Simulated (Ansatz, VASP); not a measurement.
ZnS in VASP and in Ansatz

Contents of POSCAR:

```
ZnS
1.0
    3.2300589881     -0.1499876555      0.0548029261
   -1.7449226140      3.6411179074     -0.1562624248
    0.1793767287     -0.4870270560     13.1826227093
Zn S
4 4
Direct
    0.0006314258      0.0162154404      0.0094372264
    0.0267170085      0.0708976204      0.5126700460
    0.2636145618      0.6658942728      0.2386904567
    0.5862031008      0.2861401575      0.7485955858
   -0.0027666200     -0.0479282412      0.1797122909
    0.0340765888      0.0276992043      0.6610149664
    0.3419710308      0.6385544397      0.4566666605
    0.7495529036      0.3425271062      0.9432127673
```

File INCAR.step1:

```
  ALGO = Normal
  EDIFF = 1E-4
  ENCUT = 520
  GGA = PE
  ISMEAR = 0
  LASPH = True
  LCHARG = False
  LREAL = False
  LWAVE = True
  NBANDS = 46
  NELM = 60
  PREC = Accurate
  SIGMA = 0.05
```

INCAR.step2

```
  ALGO = Normal
  EDIFF = 1E-7
  ENCUT = 520
  ISIF = 2
  ISMEAR = 0
  ISTART = 1
  LASPH = True
  LCHARG = False
  LMIXTAU = True
  LREAL = False
  LWAVE = False
  METAGGA = R2SCAN
  NBANDS = 46
  NELM = 60
  PREC = Accurate
  SIGMA = 0.05
```

The input KPOINTS:

```
k-points
0
Gamma
  6 6 2
```

Input for Ansatz:

```yaml
crystal:
  lattice:
    - [3.2300589881, -0.1499876555, 0.0548029261]
    - [-1.744922614, 3.6411179074, -0.1562624248]
    - [0.1793767287, -0.487027056, 13.1826227093]
  atoms:
    - { symbol: Zn, position: [0.0006314258, 0.0162154404, 0.0094372264] }
    - { symbol: Zn, position: [0.0267170085, 0.0708976204, 0.512670046] }
    - { symbol: Zn, position: [0.2636145618, 0.6658942728, 0.2386904567] }
    - { symbol: Zn, position: [0.5862031008, 0.2861401575, 0.7485955858] }
    - { symbol: S, position: [-0.00276662, -0.0479282412, 0.1797122909] }
    - { symbol: S, position: [0.0340765888, 0.0276992043, 0.6610149664] }
    - { symbol: S, position: [0.3419710308, 0.6385544397, 0.4566666605] }
    - { symbol: S, position: [0.7495529036, 0.3425271062, 0.9432127673] }
basis:
  ecutwfc: 500
kpoints:
  mp_grid: { grid: [6, 6, 2] }
hamiltonian:
  xc: r2scan
scf:
  occupations: { method: gaussian, width: 0.05 }
output:
  forces: true
  stress: true
  eigenvalues: true
```

Change from the starting cell: all atoms moved at random (sigma 0.15 Å a component), cell strained at random (sigma 0.05).

Alike in both runs: task single point; functional r2SCAN; k mesh 6 × 6 × 2; occupations gaussian, width 0.05 eV; no spin polarisation.

|  | VASP | Ansatz |
| --- | --- | --- |
| version | VASP 6.6.1 | Ansatz 0.2.0 |
| potentials or method | VASP PAW PBE potentials, release 64 (Zn, S), cutoff 520 eV | scalar-relativistic, plane waves, PAW |
| valence electrons in the cell | 72 | 72 |

```csv
,VASP,Ansatz,Ansatz less VASP
gap on the k mesh at the Fermi level (eV),0.10,0.10,+0.004
least direct gap on the mesh (eV),0.10,0.11,+0.004
pressure (GPa),14.6,14.4,-0.25
"traceless stress, the component that is largest in VASP (GPa)",16.18,16.13,-0.042
rms of the force components (eV/Å),2.493,2.463,-0.0295
```

VASP's potentials were made for PBE, not for r2SCAN. Atom by atom the forces differ by 0.032 eV/Å (rms over components).
